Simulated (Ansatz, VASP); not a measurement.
**Two plane-wave programs on SnSe**

Contents of POSCAR:

```
SnSe
1.0
    5.0132955447      0.0000000000      0.0000000000
   -2.5066477724      4.3416412983      0.0000000000
    0.0000000000      0.0000000000      6.0120357321
Sn Se
2 2
Direct
    0.3333333333      0.6666666667      0.2500000000
    0.6666666667      0.3333333333      0.7500000000
    0.6666666667      0.3333333333      0.2500000000
    0.3333333333      0.6666666667      0.7500000000
```

The input INCAR.step1:

```
PREC     = Accurate       # precision mode
ENCUT    = 550            # plane-wave cutoff, eV
ISMEAR   = 0              # smearing method
SIGMA    = 0.01           # smearing width, eV
LREAL    = False          # projectors in reciprocal space
LASPH    = True           # aspherical terms in the spheres
NELM     = 120            # most SCF steps
NBANDS   = 28             # bands
GGA      = PE             # functional
ALGO     = Normal         # electronic algorithm
EDIFF    = 1E-5           # SCF threshold, eV
LWAVE    = True           # write WAVECAR
LCHARG   = False          # write CHGCAR
GGA_COMPAT= False
```

The input INCAR.step2:

```
PREC     = Accurate       # precision mode
ENCUT    = 550            # plane-wave cutoff, eV
EDIFF    = 1E-6           # SCF threshold, eV
ISMEAR   = 0              # smearing method
SIGMA    = 0.01           # smearing width, eV
LREAL    = False          # projectors in reciprocal space
LASPH    = True           # aspherical terms in the spheres
NELM     = 120            # most SCF steps
ALGO     = Normal         # electronic algorithm
ISIF     = 2              # what is computed and relaxed
LWAVE    = False          # write WAVECAR
LCHARG   = False          # write CHGCAR
METAGGA  = R2SCAN         # meta-GGA
LMIXTAU  = True         
NBANDS   = 28             # bands
ISTART   = 1            
GGA_COMPAT= False
```

KPOINTS

```
regular mesh
0
Gamma
  6 6 4
```

Input for Ansatz:

```yaml
crystal:
  lattice:
    - [5.0132955447, 0.0, 0.0]
    - [-2.5066477724, 4.3416412983, 0.0]
    - [0.0, 0.0, 6.0120357321]
  atoms:
    - { symbol: Sn, position: [0.3333333333, 0.6666666667, 0.25] }
    - { symbol: Sn, position: [0.6666666667, 0.3333333333, 0.75] }
    - { symbol: Se, position: [0.6666666667, 0.3333333333, 0.25] }
    - { symbol: Se, position: [0.3333333333, 0.6666666667, 0.75] }
kpoints:
  mp_grid: { grid: [6, 6, 4] }
hamiltonian:
  xc: r2scan
scf:
  occupations: { method: fixed }
  n_extra_bands: 5
output:
  forces: true
  stress: true
  eigenvalues: true
```

Alike in both runs: task single point; functional r2SCAN; k mesh 6 × 6 × 4; no spin polarisation.

|  | VASP | Ansatz |
| --- | --- | --- |
| version | VASP 6.6.1 | Ansatz 0.2.0 |
| potentials or method | VASP PAW PBE potentials, release 64 (Sn_d, Se) | plane waves, PAW |
| plane-wave cutoff (eV) | 550 | 500 |
| occupations | gaussian, width 0.01 eV | fixed |
| valence electrons in the cell | 40 | 60 |

|  | VASP | Ansatz | Ansatz less VASP |
| --- | --- | --- | --- |
| gap on the k mesh at the Fermi level (eV) | 0.50 | 0.50 | +0.001 |
| pressure (GPa) | 1.3 | 1.3 | -0.01 |

VASP's potentials were made for PBE, not for r2SCAN. VASP's potentials hold 40 valence electrons a cell and Ansatz's 60, so a difference there can come from the potentials and not from the codes.
